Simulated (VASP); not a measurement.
# GdN: single point with PBE

Crystal: GdN.

```
Gd N
1.0
     0.00000    2.49223    2.49223
     2.49223    0.00000    2.49223
     2.49223    2.49223    0.00000
Gd N
1 1
Direct
  0.00000 0.00000 0.00000
  0.50000 0.50000 0.50000
```

| Item | Value |
| --- | --- |
| Program | VASP 6.6.1 |
| Task | single point |
| Functional | PBE |
| Potentials or basis | VASP PAW PBE potentials, release 64 (Gd, N) |
| Cutoff | 520 eV |
| k mesh | 16 × 16 × 16 |
| Occupations | gaussian, width 0.1 eV |
| Spin | collinear spin, ferromagnetic start |
| Starting moments | [7.55, 0.0] μB |

| Item | Value |
| --- | --- |
| Pressure | 0.1 GPa |
| Band gap on the k mesh | zero (filled and empty bands overlap) |
| Net moment | 7.00 μB per cell |
| Site moments | Gd +6.80; N -0.09 μB |
| Valence electrons inside the program's atomic spheres | Gd 15.23; N 3.63 |

Levels at points of the mesh, in eV from the Fermi level:
Spin up:
| k point | band 12 | band 13 | band 14 | band 15 | band 16 | band 17 | band 18 | band 19 |
| --- | --- | --- | --- | --- | --- | --- | --- | --- |
| (0.00, 0.00, 0.00) | -3.29 | 0.17 | 0.17 | 0.17 | 2.42 | 2.42 | 2.42 | 3.13 |
| (0.50, 0.00, 0.00) | -3.28 | -3.28 | -2.66 | -2.66 | 5.02 | 5.79 | 5.79 | 6.55 |
| (0.50, 0.50, 0.00) | -3.35 | -1.54 | -0.55 | -0.28 | -0.28 | 6.42 | 6.46 | 7.51 |
Spin down:
| k point | band 5 | band 6 | band 7 | band 8 | band 9 | band 10 | band 11 | band 12 |
| --- | --- | --- | --- | --- | --- | --- | --- | --- |
| (0.00, 0.00, 0.00) | -13.13 | -0.95 | -0.95 | -0.95 | 1.62 | 2.15 | 2.15 | 2.15 |
| (0.50, 0.00, 0.00) | -11.21 | -4.17 | -2.54 | -2.54 | 1.75 | 1.85 | 1.85 | 2.09 |
| (0.50, 0.50, 0.00) | -12.85 | -1.20 | -0.90 | -0.90 | 0.16 | 1.90 | 1.96 | 2.01 |

It took 20 min on 1 thread of Oxide Virtual Turin-like Processor, with other jobs on the host, peak memory 0.28 GiB.

Caveat: spin-orbit coupling is left out, which moves the levels of the heavy elements; a cell with one magnetic atom can't hold antiferromagnetic order, which such compounds often take; semilocal functionals describe open f shells poorly, which spoils levels, moments and volumes. The state reached can hang on the start; a lower one may exist.
